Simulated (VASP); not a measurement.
Fe, 3 atoms in the cell. It takes space group P6/mmm (No. 191, hexagonal). The conventional cell has a = 4.028 Å, b = 4.028 Å, c = 2.532 Å, α = 90.00°, β = 90.00°, γ = 120.00°. Fe (site symmetry 6/mmm) has 14 Fe at 2.53 to 2.65 Å within 3.3 Å. Fe (site symmetry -6m2) has 11 Fe at 2.33 to 2.65 Å within 3.1 Å. This isn't the form of Fe at room conditions, which is bcc.

```yaml
Program: VASP 6.6.1
Task: single point
Functional: revPBE
Potentials_or_basis: VASP PAW PBE potentials, release 64 (Fe)
Cutoff: 520 eV
k_mesh: 11 × 11 × 14
Occupations: fermi-dirac, width 0.1 eV
Spin: no spin polarisation
Dipole_correction: no
Further_INCAR_settings: ALGO = Normal; EDIFF = 1e-06; NBANDS = 19
```

Potentials or basis: VASP PAW PBE potentials, release 64 (Fe).

Launch:

```bash
$ cat potpaw_PBE.64/Fe/POTCAR > POTCAR
$ mpirun -np 1 vasp_std > vasp.out
```

Hardware: 1 thread of Intel Xeon 8259CL (shared host).

Problem. How long does it take, and how much memory?

Solution. Wall time 110 s on 1 thread of Intel Xeon 8259CL, on a shared host, peak memory 0.2 GiB. Counts: scf iterations 15, k points 128.
